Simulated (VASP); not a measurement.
Here is a VASP 6.6.1 calculation.

File INCAR:

```
PREC = Accurate
ENCUT = 520
EDIFF = 1E-6
ISMEAR = -1
SIGMA = 0.08
LREAL = False
LASPH = True
NELM = 80
ALGO = Normal
ISIF = 2
LWAVE = False
LCHARG = False
LDIPOL = True
IDIPOL = 3
DIPOL = 0.5 0.5 0.500
GGA = PE
NBANDS = 58
```

File KPOINTS:

```
regular mesh
0
Gamma
  11 11 1
```

POSCAR

```
W
1.0
    3.1834185694      0.0000000000      0.0000000000
    0.0000000000      3.1834185694      0.0000000000
    0.0000000000      0.0000000000     25.5503000000
W
7
Direct
    0.0000000000      0.0000000000      0.3131087363
    0.5000000000      0.5000000000      0.3754058242
    0.0000000000      0.0000000000      0.4377029121
    0.5000000000      0.5000000000      0.5000000000
    0.0000000000      0.0000000000      0.5622970879
    0.5000000000      0.5000000000      0.6245941758
    0.0000000000      0.0000000000      0.6868912637
```

Potentials or basis: VASP PAW PBE potentials, release 64 (W_sv).

Launch:

```bash
$ cat potpaw_PBE.64/W_sv/POTCAR > POTCAR
$ mpirun -np 1 vasp_std > vasp.out
```

(1) What does it give for the band gap on the k mesh?

(2) Estimate the largest force.

Answers

(1) zero (bands 49 and 50 overlap by 1.93 eV).

(2) 1.730 eV/Å.

Caveat: spin-orbit coupling is left out, which moves the levels of the heavy elements.
